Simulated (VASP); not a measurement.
# FeSi (P2_13) in VASP: notebook, part 2 of 2

VASP 6.6.1. Earlier steps stand in the parts before.

## 5. Single point, PBEsol (volume scaled by 1.06, then relaxed in part)

INCAR reads:

```
PREC = Accurate
ENCUT = 520
EDIFF = 1E-6
ISMEAR = 0
SIGMA = 0.01
LREAL = False
LASPH = True
NELM = 100
ALGO = Normal
ISIF = 2
LWAVE = False
LCHARG = False
GGA = PS
NBANDS = 34
```

KPOINTS reads:

```
regular mesh
0
Gamma
  8 8 8
```

POSCAR reads:

```
FeSi
1.0
    4.4896385317      0.0000000000      0.0000000000
    0.0000000000      4.4896385317      0.0000000000
    0.0000000000      0.0000000000      4.4896385317
Fe Si
4 4
Direct
    0.1339575789      0.1339575789      0.1339575789
    0.3660424211      0.8660424211      0.6339575789
    0.6339575789      0.3660424211      0.8660424211
    0.8660424211      0.6339575789      0.3660424211
    0.8396951917      0.8396951917      0.8396951917
    0.6603048083      0.1603048083      0.3396951917
    0.3396951917      0.6603048083      0.1603048083
    0.1603048083      0.3396951917      0.6603048083
```

Potentials or basis: VASP PAW PBE potentials, release 64 (Fe, Si).

Command:

```
$ cat potpaw_PBE.64/Fe/POTCAR potpaw_PBE.64/Si/POTCAR > POTCAR
$ mpirun -np 1 vasp_std > vasp.out
```

OUTCAR:

```text
PREC = Accurate
   ENCUT = 520
   EDIFF = 1E-6
   ISMEAR = 0
   LREAL = False
   LASPH = True
   NELM = 100
   ISIF = 2
   GGA = PS

 ion  position               nearest neighbor table
   1  0.134  0.134  0.134-   5 2.29   6 2.32   7 2.32   8 2.32   6 2.54   7 2.54   8 2.54   3 2.75
                             4 2.75   2 2.75   2 2.75   4 2.75   3 2.75
   2  0.366  0.866  0.634-   6 2.29   5 2.32   8 2.32   7 2.32   8 2.54   5 2.54   7 2.54   1 2.75
                             1 2.75   3 2.75   3 2.75   4 2.75   4 2.75
   3  0.634  0.366  0.866-   7 2.29   5 2.32   8 2.32   6 2.32   8 2.54   5 2.54   6 2.54   1 2.75
                             4 2.75   2 2.75   2 2.75   4 2.75   1 2.75
   4  0.866  0.634  0.366-   8 2.29   7 2.32   6 2.32   5 2.32   6 2.54   7 2.54   5 2.54   1 2.75
                             3 2.75   2 2.75   1 2.75   2 2.75   3 2.75
   5  0.840  0.840  0.840-   1 2.29   2 2.32   3 2.32   4 2.32   2 2.54   3 2.54   4 2.54   6 2.79
                             7 2.79   8 2.79   6 2.79   8 2.79   7 2.79
   6  0.660  0.160  0.340-   2 2.29   1 2.32   4 2.32   3 2.32   4 2.54   1 2.54   3 2.54   8 2.79
                             5 2.79   5 2.79   7 2.79   7 2.79   8 2.79
[... 214 lines left out ...]
      3       1.5159      2.00000
      4       1.5159      2.00000
      5       4.3133      2.00000
      6       4.3133      2.00000
[... 877 lines left out ...]
     33      13.3520      0.00000
     34      14.1006      0.00000

 [... further k-points ...]

------------------------ aborting loop because EDIFF is reached ----------------------------------------

  FORCE on cell =-STRESS in cart. coord.  units (eV):
  Direction    XX          YY          ZZ          XY          YZ          ZX
  --------------------------------------------------------------------------------------
  -------------------------------------------------------------------------------------
  Total       -6.5374126     -6.5374126     -6.5374126      0.0000000      0.0000000      0.0000000
  in kB     -115.7396981   -115.7396981   -115.7396981      0.0000000      0.0000000      0.0000000
  external PRESSURE =    -115.7396981 kB  Pullay stress =       0.0000000 kB

 VOLUME and BASIS-vectors are now :
 -----------------------------------------------------------------------------
  energy-cutoff  :      520.00
  volume of cell :       90.50
      direct lattice vectors                 reciprocal lattice vectors
     4.489638532  0.000000000  0.000000000     0.222735081  0.000000000  0.000000000
     0.000000000  4.489638532  0.000000000     0.000000000  0.222735081  0.000000000
     0.000000000  0.000000000  4.489638532     0.000000000  0.000000000  0.222735081

 POSITION                                       TOTAL-FORCE (eV/Angst)
 -----------------------------------------------------------------------------------
      0.60142      0.60142      0.60142         0.024805      0.024805      0.024805
      1.64340      3.88822      2.84624        -0.024805     -0.024805      0.024805
      2.84624      1.64340      3.88822         0.024805     -0.024805     -0.024805
      3.88822      2.84624      1.64340        -0.024805      0.024805     -0.024805
      3.76993      3.76993      3.76993         0.005529      0.005529      0.005529
      2.96453      0.71971      1.52511        -0.005529     -0.005529      0.005529
      1.52511      2.96453      0.71971         0.005529     -0.005529     -0.005529
      0.71971      1.52511      2.96453        -0.005529      0.005529     -0.005529
 -----------------------------------------------------------------------------------
    total drift:                               -0.000000     -0.000001     -0.000000

  FREE ENERGIE OF THE ION-ELECTRON SYSTEM (eV)
  ---------------------------------------------------
  free  energy   TOTEN  =       -63.6312696851 eV

  energy  without entropy=      -63.6312696851  energy(sigma->0) =      -63.63126969
```

OSZICAR:

```text
N       E                     dE             d eps       ncg     rms          rms(c)
DAV:   1     0.342257725253E+03    0.34226E+03   -0.19655E+04  3060   0.157E+03
DAV:   2    -0.406395826471E+02   -0.38290E+03   -0.36334E+03  3060   0.363E+02
DAV:   3    -0.706848405747E+02   -0.30045E+02   -0.27043E+02  3572   0.118E+02
DAV:   4    -0.721807183057E+02   -0.14959E+01   -0.14715E+01  4456   0.256E+01
DAV:   5    -0.722172497792E+02   -0.36531E-01   -0.36485E-01  4320   0.380E+00    0.326E+01
DAV:   6    -0.784724268718E+02   -0.62552E+01   -0.16539E+02  4600   0.151E+02    0.341E+01
DAV:   7    -0.638189796169E+02    0.14653E+02   -0.63041E+01  4262   0.109E+02    0.912E+00
DAV:   8    -0.637626732073E+02    0.56306E-01   -0.43426E+00  4046   0.126E+01    0.348E+00
DAV:   9    -0.636451181798E+02    0.11756E+00   -0.34272E-01  4934   0.619E+00    0.149E+00
DAV:  10    -0.636319849906E+02    0.13133E-01   -0.24782E-02  4206   0.116E+00    0.436E-01
DAV:  11    -0.636314729358E+02    0.51205E-03   -0.28211E-03  4616   0.491E-01    0.228E-01
DAV:  12    -0.636312852511E+02    0.18768E-03   -0.29868E-04  4330   0.159E-01    0.825E-02
DAV:  13    -0.636312733767E+02    0.11874E-04   -0.13002E-04  4674   0.628E-02    0.464E-02
DAV:  14    -0.636312698292E+02    0.35475E-05   -0.18753E-05  3850   0.289E-02    0.663E-03
DAV:  15    -0.636312696851E+02    0.14417E-06   -0.13102E-06  1778   0.146E-02
   1 F= -.63631270E+02 E0= -.63631270E+02  d E =-.142636E-16
```

stdout:

```text
POSCAR found type information on POSCAR FeSi
 POSCAR found :  2 types and       8 ions
 scaLAPACK will be used
 -----------------------------------------------------------------------------
|                                                                             |
|                                                                             |
|     You enforced a specific xc type in the INCAR file but a different       |
|     I HOPE YOU KNOW WHAT YOU ARE DOING!                                     |
|                                                                             |
 -----------------------------------------------------------------------------

 LDA part: xc-table for (Slater+PW92), standard interpolation
 POSCAR, INCAR and KPOINTS ok, starting setup
 FFT: planning ... GRIDC
 FFT: planning ... GRID_SOFT
 FFT: planning ... GRID
 WAVECAR not read
 entering main loop
```

It took 53 s on 1 thread of Intel Xeon 6975P-C (Granite Rapids), shared host; peak memory 0.25 GiB.

Results:

```
Free energy            : -63.6313 eV
Pressure               : -11.6 GPa
Largest force          : 0.043 eV/Å
Band gap on the k mesh : 0.15 eV, indirect (least direct gap 0.16 eV)
```

Forces on the atoms (eV/Å):
```
Fe   0.025  0.025  0.025
Fe  -0.025 -0.025  0.025
Fe   0.025 -0.025 -0.025
Fe  -0.025  0.025 -0.025
Si   0.006  0.006  0.006
Si  -0.006 -0.006  0.006
Si   0.006 -0.006 -0.006
Si  -0.006  0.006 -0.006
```

Levels at points of the mesh, in eV from the valence-band top:
```tsv
k point	band 22	band 23	band 24	band 25	band 26	band 27
(0.00, 0.00, 0.00)	-0.26	-0.02	-0.02	0.63	0.63	0.63
(0.50, 0.00, 0.00)	-0.35	-0.01	-0.01	0.19	0.19	1.67
(0.50, 0.50, 0.00)	-0.98	-0.33	-0.33	0.62	0.62	1.24
(0.50, 0.50, 0.50)	-0.62	-0.62	-0.62	0.47	0.47	0.47
```

Caveat: the PAW data sets were made with another functional, which shifts forces and pressure a little. Spin polarisation is off, so any magnetic state and its effect on volume and gap are missing.

## 6. The runs side by side

| cell | gap on the mesh (eV) | pressure (GPa) | largest force (eV/Å) |
| --- | --- | --- | --- |
| a = 4.403 Å, 8 atoms | 0.14 | 0.7 | 0.05 |
| a = 4.447 Å, 8 atoms | 0.15 | -6.0 | 0.04 |
| a = 4.490 Å, 8 atoms | 0.15 | -11.6 | 0.04 |

Alike in all rows: task single point; level PBEsol; potentials or basis VASP PAW PBE potentials, release 64 (Fe, Si); no spin polarisation; k mesh 8 × 8 × 8; cutoff (eV) 520; smearing gaussian 0.01 eV.

Caveats: the PAW data sets were made with another functional, which shifts forces and pressure a little.

Total energies depend on the potentials used, so only differences within one code and one set of settings carry meaning.
